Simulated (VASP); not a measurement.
# AlRu (Pm-3m) in VASP: notebook

Aim: see how the results for AlRu move with the level of theory and the settings. Levels: PBE, LDA. Tasks: electric field gradients.

Everything below comes from runs of VASP 6.6.1. Logs are shortened: lines on timing, memory, paths and dates and some standing lists are left out, and cuts for length are marked.

**1. The cell of the first run**

Symmetry: Pm-3m, No. 221, cubic system. The conventional cell has a = 2.992 Å, b = 2.992 Å, c = 2.992 Å, α = 90.00°, β = 90.00°, γ = 90.00°. Within 3.4 Å of Al (site symmetry m-3m) lie 8 Ru at 2.59 Å and 6 Al at 2.99 Å. Within 3.4 Å of Ru (site symmetry m-3m) lie 8 Al at 2.59 Å and 6 Ru at 2.99 Å.

**2. Electric field gradients, PBE**

The input, INCAR:

```
SYSTEM = AlRu
ALGO = Normal
EDIFF = 1E-8
ENCUT = 520
GGA = PE
ISIF = 2
ISMEAR = -1
LASPH = .True.
LCHARG = .False.
LEFG = .True.
LREAL = .False.
LWAVE = .False.
NBANDS = 16
NELM = 100
PREC = Accurate
SIGMA = 0.02
```

The input, KPOINTS:

```
k-points
0
Gamma
  15 15 15
  0 0 0
```

The input, POSCAR:

```
AlRu
1.0
    2.9916000000      0.0000000000      0.0000000000
    0.0000000000      2.9916000000      0.0000000000
    0.0000000000      0.0000000000      2.9916000000
Al Ru
1 1
Direct
    0.0000000000      0.0000000000      0.0000000000
    0.5000000000      0.5000000000      0.5000000000
```

Potentials or basis: VASP PAW PBE potentials, release 64 (Al, Ru_pv).

Run with:

```
> cat potpaw_PBE.64/Al/POTCAR potpaw_PBE.64/Ru_pv/POTCAR > POTCAR
> mpirun -np 1 vasp_std > vasp.out
```

OUTCAR:

```text
SYSTEM = AlRu
   EDIFF = 1E-8
   ENCUT = 520
   GGA = PE
   ISIF = 2
   ISMEAR = -1
   LASPH = .True.
   LREAL = .False.
   NELM = 100
   PREC = Accurate

 ion  position               nearest neighbor table
   1  0.000  0.000  0.000-   2 2.59   2 2.59   2 2.59   2 2.59   2 2.59   2 2.59   2 2.59   2 2.59

   2  0.500  0.500  0.500-   1 2.59   1 2.59   1 2.59   1 2.59   1 2.59   1 2.59   1 2.59   1 2.59

  LATTYP: Found a simple cubic cell.
 ALAT       =     2.9916000000

  Lattice vectors:

 A1 = (   2.9916000000,   0.0000000000,   0.0000000000)
 A2 = (   0.0000000000,   2.9916000000,   0.0000000000)
 A3 = (   0.0000000000,   0.0000000000,   2.9916000000)

Analysis of symmetry for initial positions (statically):
=====================================================================
 Subroutine PRICEL returns:
 Original cell was already a primitive cell.

 Routine SETGRP: Setting up the symmetry group for a
 simple cubic supercell.

 Subroutine GETGRP returns: Found 48 space group operations
 (whereof 48 operations were pure point group operations)
 out of a pool of 48 trial point group operations.

The static configuration has the point symmetry O_h .

Analysis of symmetry for dynamics (positions and initial velocities):
=====================================================================
 Subroutine PRICEL returns:
 Original cell was already a primitive cell.

 Routine SETGRP: Setting up the symmetry group for a
 simple cubic supercell.

 Subroutine GETGRP returns: Found 48 space group operations
 (whereof 48 operations were pure point group operations)
 out of a pool of 48 trial point group operations.

The dynamic configuration has the point symmetry O_h .

 Subroutine INISYM returns: Found 48 space group operations
 (whereof 48 operations are pure point group operations),
 and found     1 'primitive' translations

----------------------------------------------------------------------------------------

                                     Primitive cell

  volume of cell :      26.7738

  direct lattice vectors                    reciprocal lattice vectors
     2.991600000  0.000000000  0.000000000     0.334269287  0.000000000  0.000000000
     0.000000000  2.991600000  0.000000000     0.000000000  0.334269287  0.000000000
[... 116 lines left out ...]
 non-spin polarized calculation
  energy-cutoff  :      520.00
  volume of cell :       26.77
 maximum number of plane-waves:       739
 NGX is ok and might be reduce to    24
   NGX = 11   NGY = 11   NGZ = 11

 number of electron      16.9999995 magnetization

 Free energy of the ion-electron system (eV)
  ---------------------------------------------------
  ext. energy  EPLUGINS =         0.00000000
  ---------------------------------------------------
  free energy    TOTEN  =       -14.26089783 eV

  energy without entropy =      -14.25845593  energy(sigma->0) =      -14.25967688

 E-fermi :  10.7240     XC(G=0): -12.5660

 val. band max:       10.7195384812   @ k =   0.0667   0.0667   0.0667
 cond. band min:      10.7252835453   @ k =   0.4667   0.1333   0.0667
 fundamental gap:      0.0057450641
 Fermi energy:        10.7239857343

 k-point     1 :       0.0000    0.0000    0.0000
  band No.  band energies     occupation
      1     -31.0477      2.00000
      2     -31.0477      2.00000
      3     -31.0477      2.00000
      4       1.0419      2.00000
      5       7.1534      2.00000
      6       7.1534      2.00000
[... 433 lines left out ...]
      3     -31.0281      2.00000
      4       3.5911      2.00000
      5       6.9635      2.00000
      6       8.0619      2.00000
[... 8 lines left out ...]
     15      23.7248      0.00000
     16      25.4011      0.00000

 [... further k-points ...]
[... 5 lines left out ...]
  --------------------------------------------------------------------------------------
  -------------------------------------------------------------------------------------
  Total        0.4112685      0.4112685      0.4112685      0.0000000     -0.0000000      0.0000000
  in kB       24.6107853     24.6107853     24.6107853      0.0000000     -0.0000000      0.0000000
  external PRESSURE =      24.6107853 kB  Pullay stress =       0.0000000 kB

 VOLUME and BASIS-vectors are now :
 -----------------------------------------------------------------------------
  energy-cutoff  :      520.00
  volume of cell :       26.77
      direct lattice vectors                 reciprocal lattice vectors
     2.991600000  0.000000000  0.000000000     0.334269287  0.000000000  0.000000000
     0.000000000  2.991600000  0.000000000     0.000000000  0.334269287  0.000000000
     0.000000000  0.000000000  2.991600000     0.000000000  0.000000000  0.334269287

 POSITION                                       TOTAL-FORCE (eV/Angst)
 -----------------------------------------------------------------------------------
      0.00000      0.00000      0.00000         0.000000      0.000000      0.000000
      1.49580      1.49580      1.49580         0.000000      0.000000      0.000000
 -----------------------------------------------------------------------------------
    total drift:                                0.000000     -0.000000     -0.000000

  FREE ENERGIE OF THE ION-ELECTRON SYSTEM (eV)
  ---------------------------------------------------
  free  energy   TOTEN  =       -14.2608978288 eV

  energy  without entropy=      -14.2584559292  energy(sigma->0) =      -14.25967688

 Electric field gradients (V/A^2)
---------------------------------------------------------------------
 ion       V_xx      V_yy      V_zz      V_xy      V_xz      V_yz
---------------------------------------------------------------------
   1       0.000     0.000     0.000    -0.000     0.000     0.000
   2       0.000     0.000    -0.000     0.000     0.000    -0.000
---------------------------------------------------------------------

 Electric field gradients after diagonalization (V/A^2)
 (convention: |V_zz| > |V_xx| > |V_yy|)
----------------------------------------------------------------------
 ion       V_xx      V_yy      V_zz     asymmetry (V_yy - V_xx)/ V_zz
----------------------------------------------------------------------
   1       0.000     0.000     0.000      -0.277
   2       0.000     0.000    -0.000       0.010
----------------------------------------------------------------------

           NMR quadrupolar parameters

 Cq : quadrupolar parameter    Cq=e*Q*V_zz/h
 eta: asymmetry parameters     (V_yy - V_xx)/ V_zz
 Q  : nuclear electric quadrupole moment in mb (millibarn)
----------------------------------------------------------------------
 ion       Cq(MHz)       eta       Q (mb)
----------------------------------------------------------------------
   1       0.000      -0.277       1.000
   2      -0.000       0.010       1.000
----------------------------------------------------------------------
```

OSZICAR:

```text
N       E                     dE             d eps       ncg     rms          rms(c)
DAV:   1     0.116161714601E+03    0.11616E+03   -0.91408E+03  3904   0.985E+02
DAV:   2    -0.130435917605E+02   -0.12921E+03   -0.12278E+03  4544   0.293E+02
DAV:   3    -0.149215546717E+02   -0.18780E+01   -0.18722E+01  4896   0.370E+01
DAV:   4    -0.149354730456E+02   -0.13918E-01   -0.13903E-01  4904   0.335E+00
DAV:   5    -0.149356610013E+02   -0.18796E-03   -0.18771E-03  4624   0.369E-01    0.122E+01
DAV:   6    -0.143509864432E+02    0.58467E+00   -0.23244E+00  4200   0.164E+01    0.235E+00
DAV:   7    -0.142763124355E+02    0.74674E-01   -0.18136E-01  4064   0.480E+00    0.206E+00
DAV:   8    -0.142610599613E+02    0.15252E-01   -0.17003E-02  4584   0.104E+00    0.191E-01
DAV:   9    -0.142609043698E+02    0.15559E-03   -0.29995E-04  4816   0.139E-01    0.125E-01
DAV:  10    -0.142608992826E+02    0.50872E-05   -0.22103E-05  4312   0.523E-02    0.507E-03
DAV:  11    -0.142608983339E+02    0.94864E-06   -0.54968E-07  5056   0.655E-03    0.426E-03
DAV:  12    -0.142608978366E+02    0.49730E-06   -0.60342E-08  4416   0.267E-03    0.234E-04
DAV:  13    -0.142608978288E+02    0.78242E-08   -0.56303E-10  2672   0.242E-04
   1 F= -.14260898E+02 E0= -.14259677E+02  d E =-.244190E-02
```

Run time: 16 s. Hardware: 1 thread of Intel Xeon 6975P-C (Granite Rapids), shared host; peak memory 0.17 GiB.

What came out:

| Property | Result |
| --- | --- |
| Free energy | -14.2609 eV |
| Pressure | 2.5 GPa |

Caveat: without QUAD_EFG the Cq values of the log hold for a quadrupole moment of 1 mb, not for the nuclei.

**3. Electric field gradients, LDA**

The input, INCAR:

```
SYSTEM = AlRu
  PREC = Accurate
  ENCUT = 520
  EDIFF = 1E-8
  ISMEAR = -1
  SIGMA = 0.05
  LREAL = .False.
  LASPH = .True.
  NELM = 80
  ALGO = Normal
  ISIF = 2
  LWAVE = .False.
  LCHARG = .False.
  LEFG = .True.
  NBANDS = 16
```

The input, KPOINTS:

```
Automatic mesh
0
Gamma
  16 16 16
  0 0 0
```

POSCAR is that of step 2.

Potentials or basis: VASP PAW LDA potentials, release 64 (Al, Ru_pv).

Run with:

```
> cat potpaw_LDA.64/Al/POTCAR potpaw_LDA.64/Ru_pv/POTCAR > POTCAR
> mpirun -np 1 vasp_std > vasp.out
```

OUTCAR:

```text
SYSTEM = AlRu
   PREC = Accurate
   ENCUT = 520
   EDIFF = 1E-8
   ISMEAR = -1
   LREAL = .False.
   LASPH = .True.
   NELM = 80
   ISIF = 2

 ion  position               nearest neighbor table
   1  0.000  0.000  0.000-   2 2.59   2 2.59   2 2.59   2 2.59   2 2.59   2 2.59   2 2.59   2 2.59

   2  0.500  0.500  0.500-   1 2.59   1 2.59   1 2.59   1 2.59   1 2.59   1 2.59   1 2.59   1 2.59

  LATTYP: Found a simple cubic cell.
 ALAT       =     2.9916000000

  Lattice vectors:

 A1 = (   2.9916000000,   0.0000000000,   0.0000000000)
 A2 = (   0.0000000000,   2.9916000000,   0.0000000000)
 A3 = (   0.0000000000,   0.0000000000,   2.9916000000)

Analysis of symmetry for initial positions (statically):
=====================================================================
 Subroutine PRICEL returns:
 Original cell was already a primitive cell.

 Routine SETGRP: Setting up the symmetry group for a
 simple cubic supercell.

[... 644 lines left out ...]
  volume of cell :       26.77
      direct lattice vectors                 reciprocal lattice vectors
     2.991600000  0.000000000  0.000000000     0.334269287  0.000000000  0.000000000
     0.000000000  2.991600000  0.000000000     0.000000000  0.334269287  0.000000000
     0.000000000  0.000000000  2.991600000     0.000000000  0.000000000  0.334269287

 POSITION                                       TOTAL-FORCE (eV/Angst)
 -----------------------------------------------------------------------------------
      0.00000      0.00000      0.00000         0.000000      0.000000      0.000000
      1.49580      1.49580      1.49580         0.000000      0.000000      0.000000
 -----------------------------------------------------------------------------------
    total drift:                                0.000000     -0.000000     -0.000000

  FREE ENERGIE OF THE ION-ELECTRON SYSTEM (eV)
  ---------------------------------------------------
  free  energy   TOTEN  =       -16.1647385019 eV

  energy  without entropy=      -16.1506192367  energy(sigma->0) =      -16.15767887

 Electric field gradients (V/A^2)
---------------------------------------------------------------------
 ion       V_xx      V_yy      V_zz      V_xy      V_xz      V_yz
---------------------------------------------------------------------
   1       0.000    -0.000    -0.000    -0.000    -0.000    -0.000
   2       0.000     0.000     0.000    -0.000     0.000     0.000
---------------------------------------------------------------------

 Electric field gradients after diagonalization (V/A^2)
 (convention: |V_zz| > |V_xx| > |V_yy|)
----------------------------------------------------------------------
 ion       V_xx      V_yy      V_zz     asymmetry (V_yy - V_xx)/ V_zz
----------------------------------------------------------------------
   1       0.000    -0.000    -0.000       0.421
   2       0.000     0.000     0.000      -0.287
----------------------------------------------------------------------

           NMR quadrupolar parameters

 Cq : quadrupolar parameter    Cq=e*Q*V_zz/h
 eta: asymmetry parameters     (V_yy - V_xx)/ V_zz
 Q  : nuclear electric quadrupole moment in mb (millibarn)
----------------------------------------------------------------------
 ion       Cq(MHz)       eta       Q (mb)
----------------------------------------------------------------------
   1      -0.000       0.421       1.000
   2       0.000      -0.287       1.000
----------------------------------------------------------------------
```

Wall time 25 s (1 thread of Intel Xeon 6975P-C, shared host); peak memory 0.18 GiB.

Results:

| Item | Value |
| --- | --- |
| Free energy | -16.1647 eV |
| Pressure | -7.6 GPa |

Levels at points of the mesh, in eV from the Fermi level:
| k point | band 6 | band 7 | band 8 | band 9 | band 10 | band 11 | band 12 | band 13 |
| --- | --- | --- | --- | --- | --- | --- | --- | --- |
| (0.00, 0.00, 0.00) | -3.61 | 0.17 | 0.17 | 0.17 | 6.01 | 6.01 | 6.01 | 11.02 |
| (0.50, 0.00, 0.00) | -2.82 | -1.62 | -1.62 | 0.42 | 2.25 | 7.48 | 10.97 | 10.97 |
| (0.50, 0.50, 0.00) | -1.36 | -1.36 | -1.18 | -1.18 | 1.49 | 5.24 | 6.21 | 10.45 |
| (0.50, 0.50, 0.50) | -4.64 | 1.58 | 1.58 | 2.46 | 4.11 | 4.11 | 4.11 | 8.56 |

Caveat: without QUAD_EFG the Cq values of the log hold for a quadrupole moment of 1 mb, not for the nuclei.
